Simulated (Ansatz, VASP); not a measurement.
**Sc5S in VASP and in Ansatz**

```
Sc S
1.0
     3.39460    0.00000    0.00000
    -1.69730    2.93981    0.00000
     0.00000    0.00000   13.82881
Sc S
5 1
Cartesian
  0.0000 1.9599 12.1082
  0.0000 1.9599 1.7207
  0.0000 0.0000 4.3494
  0.0000 1.9599 6.9144
  0.0000 0.0000 9.4794
  0.0000 0.0000 0.0000
```

Alike in both runs: functional PBE; k mesh 6 × 6 × 2; occupations gaussian, width 0.2 eV; no spin polarisation.

Ansatz relaxed the structure, and its values are those at the end. VASP's run is a single point on that final structure, the one shown.

|  | VASP | Ansatz |
| --- | --- | --- |
| version | VASP 6.6.1 | Ansatz 0.2.0 |
| potentials or method | VASP PAW PBE potentials, release 64 (Sc_sv, S), cutoff 520 eV | scalar-relativistic, plane waves, PAW |
| valence electrons in the cell | 61 | 61 |

|  | VASP | Ansatz | Ansatz less VASP |
| --- | --- | --- | --- |
| gap on the k mesh at the Fermi level (eV) | none | none | - |
| pressure (GPa) | -0.1 | -0.2 | -0.09 |
| rms of the force components (eV/Å) | 0.019 | 0.010 | -0.0088 |

A gap of «none» marks a metal or a gap that the smearing closes.
